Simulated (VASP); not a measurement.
A run of VASP 6.6.1 is set up as follows.

Contents of INCAR:

```
SYSTEM = ZrB
PREC = Accurate ; ENCUT = 520
EDIFF = 1E-6 ; ISMEAR = 0
SIGMA = 0.1 ; LREAL = .False.
LASPH = .True. ; NELM = 60
ALGO = Normal ; ISIF = 2
LWAVE = .False. ; LCHARG = .True.
GGA = PE ; LELF = .True.
LVHAR = .True. ; NBANDS = 14
```

The input KPOINTS:

```
Automatic mesh
0
Gamma
  14 14 14
  0 0 0
```

POSCAR

```
ZrB
1.0
    0.0000000000      2.3250000000      2.3250000000
    2.3250000000      0.0000000000      2.3250000000
    2.3250000000      2.3250000000      0.0000000000
Zr B
1 1
Direct
    0.0806451613     -0.0806451613      0.0806451613
    0.5000000000      0.5000000000      0.5000000000
```

Potentials or basis: VASP PAW PBE potentials, release 64 (Zr_sv, B).

Launch:

```console
$ cat potpaw_PBE.64/Zr_sv/POTCAR potpaw_PBE.64/B/POTCAR > POTCAR
$ mpirun -np 1 vasp_std > vasp.out
```

(1) What does it give for the largest force?

(2) Predict the pressure.

## Answers

(1) 5.439 eV/Å.

(2) 43.3 GPa.

Caveat: the cell differs from its parent crystal (one atom moved); forces of over 1 eV/Å act on the atoms, so gaps and moduli don't describe the material at rest.
